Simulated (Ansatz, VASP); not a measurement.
# Two plane-wave programs on Zr2NbC2

```
CELL_PARAMETERS angstrom
3.98855 0.00000 0.00000
-1.99428 3.45419 0.00000
0.00000 0.00000 6.77970
ATOMIC_POSITIONS crystal
Zr 0.66667 0.33333 0.73834
Zr 0.33333 0.66667 0.26166
Nb 0.00000 0.00000 0.00000
C 0.66667 0.33333 0.36835
C 0.33333 0.66667 0.63165
```

Change from the starting cell: species swapped into the YbAl2Si2 type (P-3m1, No. 164).

Alike in both runs: task single point; functional PBE; k mesh 6 × 6 × 4; occupations gaussian, width 0.1 eV; no spin polarisation.

|  | VASP | Ansatz |
| --- | --- | --- |
| version | VASP 6.6.1 | Ansatz 0.2.0 |
| potentials or method | VASP PAW PBE potentials, release 64 (Zr_sv, Nb_sv, C), cutoff 520 eV | scalar-relativistic, plane waves, PAW |
| valence electrons in the cell | 45 | 45 |

|  | VASP | Ansatz | Ansatz less VASP |
| --- | --- | --- | --- |
| gap on the k mesh at the Fermi level (eV) | none | none | - |
| pressure (GPa) | -14.2 | -14.2 | -0.03 |
| traceless stress, the component that is largest in VASP (GPa) | 3.78 | 3.79 | +0.014 |
| rms of the force components (eV/Å) | 1.540 | 1.544 | +0.0046 |

Atom by atom the forces differ by 0.005 eV/Å (rms over components). A gap of «none» marks a metal or a gap that the smearing closes. The functional is the same, so the differences come from potentials, cutoffs and numerics.
